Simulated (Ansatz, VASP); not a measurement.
## One calculation of BAs, two programs

```
CELL_PARAMETERS angstrom
0.00000 2.36794 2.36794
2.36794 0.00000 2.36794
2.36794 2.36794 0.00000
ATOMIC_POSITIONS crystal
B 0.00000 0.00000 0.00000
As 0.75000 0.75000 0.75000
```

Alike in both runs: task single point; functional PBEsol; k mesh 12 × 12 × 12; occupations gaussian, width 0.05 eV; no spin polarisation.

|  | VASP | Ansatz |
| --- | --- | --- |
| version | VASP 6.6.1 | Ansatz 0.2.0 |
| potentials or method | VASP PAW PBE potentials, release 64 (B, As_d), cutoff 600 eV | scalar-relativistic, plane waves, PAW |
| valence electrons in the cell | 18 | 18 |

|  | VASP | Ansatz | Ansatz less VASP |
| --- | --- | --- | --- |
| gap on the k mesh at the Fermi level (eV) | 1.07 | 1.06 | -0.001 |
| least direct gap on the mesh (eV) | 3.28 | 3.28 | -0.001 |
| pressure (GPa) | 2.8 | 3.0 | +0.19 |

VASP's potentials were made for PBE, not for PBEsol. With one functional, cell and mesh, what is left measures potentials, basis and numerics.
